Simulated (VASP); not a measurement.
# PtSe2 (P-3m1) in VASP: notebook

PtSe2 is run at these levels: PBEsol; tasks: single point.

Program: VASP 6.6.1. These are calculated values, not measurements. Logs are shortened: lines on timing, memory, paths and dates and some standing lists are left out, and cuts for length are marked.

**1. The cell of the first run**

It takes space group P-3m1 (No. 164, trigonal). Conventional cell: a = 3.797 Å, b = 3.797 Å, c = 4.917 Å, α = 90.00°, β = 90.00°, γ = 120.00°. Within 3.3 Å of Pt (site symmetry -3m) lie 6 Se at 2.52 Å. Within 3.3 Å of Se (site symmetry 3m) lie 3 Pt at 2.52 Å and 3 Se at 3.26 Å.

**2. Single point, PBEsol (equal strain along all axes, cell held: +1.0 %, then relaxed in part)**

INCAR

```
SYSTEM = PtSe2
PREC = Accurate ; ENCUT = 520
EDIFF = 1E-6 ; ISMEAR = 0
SIGMA = 0.1 ; LREAL = .False.
LASPH = .True. ; NELM = 100
ALGO = Normal ; ISIF = 2
LWAVE = .False. ; LCHARG = .False.
GGA = PS ; NBANDS = 18
```

KPOINTS

```
Automatic mesh
0
Gamma
  18 18 12
  0 0 0
```

POSCAR

```
PtSe2
1.0
    3.7969546536      0.0000000000      0.0000000000
   -1.8984773268      3.2882591871      0.0000000000
    0.0000000000      0.0000000000      4.9172406127
Pt Se
1 2
Direct
    0.0000000000      0.0000000000      0.0000000000
    0.6666666667      0.3333333333      0.7453144027
    0.3333333333      0.6666666667      0.2546855973
```

Potentials or basis: VASP PAW PBE potentials, release 64 (Pt, Se).

On the command line:

```
cat potpaw_PBE.64/Pt/POTCAR potpaw_PBE.64/Se/POTCAR > POTCAR
mpirun -np 1 vasp_std > vasp.out
```

OUTCAR:

```text
SYSTEM = PtSe2
   PREC = Accurate
   ENCUT = 520
   EDIFF = 1E-6
   ISMEAR = 0
   LREAL = .False.
   LASPH = .True.
   NELM = 100
   ISIF = 2
   GGA = PS

 ion  position               nearest neighbor table
   1  0.000  0.000  0.000-   2 2.52   3 2.52   2 2.52   3 2.52   2 2.52   3 2.52
   2  0.667  0.333  0.745-   1 2.52   1 2.52   1 2.52
   3  0.333  0.667  0.255-   1 2.52   1 2.52   1 2.52

  LATTYP: Found a hexagonal cell.
 ALAT       =     3.7969546536
 C/A-ratio  =     1.2950485485

  Lattice vectors:

 A1 = (   3.7969546536,   0.0000000000,   0.0000000000)
 A2 = (  -1.8984773268,   3.2882591871,   0.0000000000)
 A3 = (   0.0000000000,   0.0000000000,   4.9172406127)

Analysis of symmetry for initial positions (statically):
=====================================================================
 Subroutine PRICEL returns:
 Original cell was already a primitive cell.

 Routine SETGRP: Setting up the symmetry group for a
 hexagonal supercell.

 Subroutine GETGRP returns: Found 12 space group operations
 (whereof 12 operations were pure point group operations)
 out of a pool of 24 trial point group operations.

The static configuration has the point symmetry D_3d.

Analysis of symmetry for dynamics (positions and initial velocities):
=====================================================================
 Subroutine PRICEL returns:
 Original cell was already a primitive cell.

 Routine SETGRP: Setting up the symmetry group for a
 hexagonal supercell.

 Subroutine GETGRP returns: Found 12 space group operations
 (whereof 12 operations were pure point group operations)
 out of a pool of 24 trial point group operations.

The dynamic configuration has the point symmetry D_3d.

 Subroutine INISYM returns: Found 12 space group operations
 (whereof 12 operations are pure point group operations),
 and found     1 'primitive' translations

----------------------------------------------------------------------------------------

                                     Primitive cell

  volume of cell :      61.3936

  direct lattice vectors                    reciprocal lattice vectors
     3.796954654  0.000000000  0.000000000     0.263368960  0.152056140  0.000000000
    -1.898477327  3.288259187  0.000000000     0.000000000  0.304112280  0.000000000
     0.000000000  0.000000000  4.917240613     0.000000000  0.000000000  0.203366091

  length of vectors
     3.796954654  3.796954654  4.917240613     0.304112280  0.304112280  0.203366091

  position of ions in fractional coordinates (direct lattice)
     0.000000000  0.000000000  0.000000000
     0.666666667  0.333333333  0.745314403
     0.333333333  0.666666667  0.254685597

  ion indices of the primitive-cell ions
   primitive index   ion index
                 1           1
                 2           2
                 3           3

----------------------------------------------------------------------------------------

 KPOINTS: Automatic mesh

Automatic generation of k-mesh.
 Grid dimensions read from file:
 generate k-points for:   18   18   12

 Generating k-lattice:

  Cartesian coordinates                     Fractional coordinates (reciprocal lattice)
     0.014631609  0.008447563  0.000000000     0.055555556  0.000000000  0.000000000
     0.000000000  0.016895127  0.000000000     0.000000000  0.055555556  0.000000000
     0.000000000  0.000000000  0.016947174     0.000000000  0.000000000  0.083333333

  Length of vectors
     0.016895127  0.016895127  0.016947174

  Shift w.r.t. Gamma in fractional coordinates (k-lattice)
     0.000000000  0.000000000  0.000000000

 Subroutine IBZKPT returns following result:
 ===========================================

 Found    394 irreducible k-points:

 Following reciprocal coordinates:
            Coordinates               Weight
  0.000000  0.000000  0.000000      1.000000
  0.055556 -0.000000  0.000000      6.000000
  0.111111 -0.000000  0.000000      6.000000
  0.166667  0.000000  0.000000      6.000000
  0.222222  0.000000  0.000000      6.000000
  0.277778  0.000000  0.000000      6.000000
[... 16 lines left out ...]
  0.333333  0.111111  0.000000     12.000000
  0.388889  0.111111  0.000000     12.000000
 [... further k-points ...]
   k-points           NKPTS =    394   k-points in BZ     NKDIM =    394   number of bands    NBANDS=     18
   number of dos      NEDOS =    301   number of ions     NIONS =      3
   total plane-waves  NPLWV =  31360
   dimension x,y,z NGX =    28 NGY =   28 NGZ =   40
   dimension x,y,z NGXF=    56 NGYF=   56 NGZF=   80
   ions per type =               1   2
   NGX,Y,Z   is equivalent  to a cutoff of  12.26, 12.26, 13.52 a.u.
   NGXF,Y,Z  is equivalent  to a cutoff of  24.52, 24.52, 27.05 a.u.
 SYSTEM =  PtSe2
   PREC   = accura    normal or accurate (medium, high low for compatibility)
   ISTART =      0    job   : 0-new  1-cont  2-samecut
   ICHARG =      2    charge: 1-file 2-atom 10-const
   ISPIN  =      1    spin polarized calculation?
   LNONCOLLINEAR =      F non collinear calculations
   LSORBIT =      F    spin-orbit coupling
   LASPH  =      T    aspherical Exc in radial PAW
   ENCUT  =  520.0 eV  38.22 Ry    6.18 a.u.   7.06  7.06  9.14*2*pi/ulx,y,z
   NELM   =    100;   NELMIN=  2; NELMDL= -5     # of ELM steps
   EDIFF  = 0.1E-05   stopping-criterion for ELM
   LREAL  =      F    real-space projection
   EDIFFG = 0.1E-04   stopping-criterion for IOM
   NSW    =      0    number of steps for IOM
   IBRION =     -1    ionic relax: 0-MD 1-quasi-New 2-CG
   NFREE  =      0    steps in history (QN), initial steepest desc. (CG)
   ISIF   =      2    stress and relaxation
   ISYM   =      2    0-nonsym 1-usesym 2-fastsym
   POTIM  = 0.5000    time-step for ionic-motion
   TEBEG  =    0.0;   TEEND  =   0.0 temperature during run
   PSTRESS=    0.0 pullay stress
   NELECT =      22.0000    total number of electrons
   NUPDOWN=      -1.0000    fix difference up-down
   EMIN   =  10.00;   EMAX   =-10.00  energy-range for DOS
   EFERMI =   0.00;   METHOD = LEGACY
   ISMEAR =     0;   SIGMA  =   0.10  broadening in eV -4-tet -1-fermi 0-gaus
   EFERMI_NEDOS =   21; number of points for ismear=-14 and -15
   IALGO  =     38    algorithm
   IMIX   =      4    mixing-type and parameters
     AMIX     =   0.40;   BMIX     =  1.00
     AMIX_MAG =   1.60;   BMIX_MAG =  1.00
  volume/ion in A,a.u.               =      20.46       138.10
  Fermi-wavevector in a.u.,A,eV,Ry     =   1.162808  2.197389 18.396749  1.352123
  Thomas-Fermi vector in A             =   2.299365
   LORBIT       =      0    0 simple, 1 ext, 2 COOP (PROOUT), +10 PAW based schemes
   GGA     = PS    functional components
   LHFCALC =     F    Hartree Fock is set to
   AEXX    =    0.0000 exact exchange contribution
   IVDW    =     0    specifies the selected vdW correction
   LEPSILON=     F    determine dielectric tensor
   LRPA    =     F    only Hartree local field effects (RPA)
 non-spin polarized calculation
 Gauss-broadening in eV      SIGMA  =   0.10
  energy-cutoff  :      520.00
  volume of cell :       61.39
 maximum number of plane-waves:      1671
   NGX = 15   NGY = 15   NGZ = 19

 number of electron      21.9999999 magnetization

 Free energy of the ion-electron system (eV)
  ---------------------------------------------------
  ext. energy  EPLUGINS =         0.00000000
  ---------------------------------------------------
  free energy    TOTEN  =       -15.89562153 eV

  energy without entropy =      -15.89141775  energy(sigma->0) =      -15.89351964

 E-fermi :   6.1895     XC(G=0): -10.7918

 val. band max:        6.1869193600   @ k =   0.0556   0.0556   0.1667
 cond. band min:       6.1917566671   @ k =   0.0000   0.3333   0.3333
 fundamental gap:      0.0048373071
 Fermi energy:         6.1895490350

 k-point     1 :       0.0000    0.0000    0.0000
  band No.  band energies     occupation
      1      -9.3495      2.00000
      2      -6.4305      2.00000
      3      -0.7645      2.00000
      4      -0.0980      2.00000
      5      -0.0980      2.00000
      6       2.3917      2.00000
[... 10 lines left out ...]
     17      13.3319      0.00000
     18      17.6668      0.00000

 k-point     2 :       0.0556   -0.0000    0.0000
  band No.  band energies     occupation
      1      -9.3166      2.00000
      2      -6.4491      2.00000
      3      -0.7243      2.00000
      4      -0.0757      2.00000
      5      -0.0670      2.00000
      6       2.3484      2.00000
[... 10 lines left out ...]
     17      13.4394      0.00000
     18      17.1456      0.00000

 k-point     3 :       0.1111   -0.0000    0.0000
  band No.  band energies     occupation
      1      -9.2192      2.00000
      2      -6.5029      2.00000
      3      -0.6062      2.00000
      4      -0.0107      2.00000
      5       0.0241      2.00000
      6       2.2005      2.00000
[... 10 lines left out ...]
     17      13.7381      0.00000
     18      16.1003      0.00000

 k-point     4 :       0.1667    0.0000    0.0000
  band No.  band energies     occupation
      1      -9.0617      2.00000
      2      -6.5865      2.00000
      3      -0.4192      2.00000
      4       0.0914      2.00000
      5       0.1712      2.00000
      6       1.8941      2.00000
[... 375 lines left out ...]
      4       0.3552      2.00000
      5       0.8372      2.00000
      6       0.9906      2.00000
[... 10 lines left out ...]
     17      14.1520      0.00000
     18      14.9830      0.00000

 k-point    23 :       0.3333    0.1111    0.0000
  band No.  band energies     occupation
      1      -7.9843      2.00000
      2      -7.1129      2.00000
      3      -0.4338      2.00000
      4       0.4504      2.00000
      5       0.9999      2.00000
      6       1.2935      2.00000
[... 10 lines left out ...]
     17      14.8561      0.00000
     18      14.9097      0.00000

 k-point    24 :       0.3889    0.1111    0.0000
  band No.  band energies     occupation
      1      -7.7362      2.00000
      2      -7.2660      2.00000
      3      -0.7225      2.00000
      4       0.5051      2.00000
      5       1.1139      2.00000
      6       1.5797      2.00000
[... 10 lines left out ...]
     17      14.7780      0.00000
     18      15.7500      0.00000

 [... further k-points ...]
[... 5 lines left out ...]
  --------------------------------------------------------------------------------------
  -------------------------------------------------------------------------------------
  Total       -0.9731550     -0.9731550     -0.3704636      0.0000000     -0.0000000      0.0000000
  in kB      -25.3962566    -25.3962566     -9.6679245      0.0000000     -0.0000000      0.0000000
  external PRESSURE =     -20.1534792 kB  Pullay stress =       0.0000000 kB

 VOLUME and BASIS-vectors are now :
 -----------------------------------------------------------------------------
  energy-cutoff  :      520.00
  volume of cell :       61.39
      direct lattice vectors                 reciprocal lattice vectors
     3.796954654  0.000000000  0.000000000     0.263368960  0.152056140  0.000000000
    -1.898477327  3.288259187  0.000000000     0.000000000  0.304112280  0.000000000
     0.000000000  0.000000000  4.917240613     0.000000000  0.000000000  0.203366091

 POSITION                                       TOTAL-FORCE (eV/Angst)
 -----------------------------------------------------------------------------------
      0.00000      0.00000      0.00000         0.000000      0.000000      0.000000
      1.89848      1.09609      3.66489        -0.000000      0.000000     -0.017364
     -0.00000      2.19217      1.25235         0.000000     -0.000000      0.017364
 -----------------------------------------------------------------------------------
    total drift:                                0.000000      0.000000     -0.000000

  FREE ENERGIE OF THE ION-ELECTRON SYSTEM (eV)
  ---------------------------------------------------
  free  energy   TOTEN  =       -15.8956215341 eV

  energy  without entropy=      -15.8914177460  energy(sigma->0) =      -15.89351964
```

Wall time 3.4 min (1 thread of Intel Xeon Platinum 8488C (Sapphire Rapids), shared host); peak memory 0.52 GiB.

What came out:

| Property | Result |
| --- | --- |
| Free energy | -15.8956 eV |
| Pressure | -2.0 GPa |
| Largest force | 0.017 eV/Å |
| Band gap on the k mesh | zero (band 11 reaches 6.81 eV, above the bottom of band 12 at 6.04 eV) |

Forces in eV/Å, atoms in the order of the input:
```
Pt   0.000  0.000  0.000
Se   0.000  0.000 -0.017
Se   0.000  0.000  0.017
```

Caveat: the cell differs from its parent crystal (equal strain along all axes, cell held: +1.0 %, then relaxed in part); the PAW data sets were made with another functional, which shifts forces and pressure a little; spin-orbit coupling is left out, which moves the levels of the heavy elements.

(Part 1 of 2 ends here.)
